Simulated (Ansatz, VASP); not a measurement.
# One calculation of YN, two programs

The input INCAR:

```
  PREC = Accurate
  ENCUT = 600
  EDIFF = 1E-6
  ISMEAR = -1
  SIGMA = 0.03
  LREAL = F
  LASPH = T
  NELM = 120
  ALGO = Normal
  ISIF = 2
  LWAVE = F
  LCHARG = F
  GGA = PE
  NBANDS = 15
  GGA_COMPAT = F
```

The input KPOINTS:

```
Automatic mesh
0
Gamma
  10 10 10
```

The input POSCAR:

```
YN
1.0
    0.0000000000      2.1123240584      2.1123240584
    2.1123240584      0.0000000000      2.1123240584
    2.1123240584      2.1123240584      0.0000000000
Y N
1 1
Direct
    0.0000000000      0.0000000000      0.0000000000
    0.5000000000      0.5000000000      0.5000000000
```

Input for Ansatz:

```yaml
crystal:
  lattice:
    - [0.0, 2.1123240584, 2.1123240584]
    - [2.1123240584, 0.0, 2.1123240584]
    - [2.1123240584, 2.1123240584, 0.0]
  atoms:
    - { symbol: "Y", position: [0.0, 0.0, 0.0] }
    - { symbol: "N", position: [0.5, 0.5, 0.5] }
kpoints:
  mp_grid: { grid: [10, 10, 10] }
  band_path:
    path:
      - [0.0, 0.0, 0.0]
      - [0.5, 0.0, 0.5]
      - [0.625, 0.25, 0.625]
      - [0.375, 0.375, 0.75]
      - [0.0, 0.0, 0.0]
      - [0.5, 0.5, 0.5]
      - [0.5, 0.25, 0.75]
      - [0.5, 0.0, 0.5]
    npoints: 6
scf:
  occupations: { method: fermi_dirac, width: 0.03 }
hamiltonian:
  xc: pbe
  pseudopotentials: { kind: paw }
output:
  forces: true
  stress: true
  eigenvalues: true
  populations: true
  write_density: true
  write_potential: true
  elf: true
  volumetric_format: npy
```

Change from the starting cell: volume scaled by 0.65, PAW files.

Alike in both runs: task single point; functional PBE; k mesh 10 × 10 × 10; occupations fermi-dirac, width 0.03 eV; no spin polarisation.

|  | VASP | Ansatz |
| --- | --- | --- |
| version | VASP 6.6.1 | Ansatz 0.2.0 |
| potentials or method | VASP PAW PBE potentials, release 64 (Y_sv, N) | PAW with Ansatz's default frozen-core files, scalar-relativistic |
| plane-wave cutoff (eV) | 600 | 420 |
| valence electrons in the cell | 16 | 16 |

|  | VASP | Ansatz | Ansatz less VASP |
| --- | --- | --- | --- |
| pressure (GPa) | 176.0 | 177.1 | +1.14 |

Both programs put the cell under a high pressure, so it lies far from rest at this level.

Noted on VASP's run: the cell as given lies far from equilibrium.
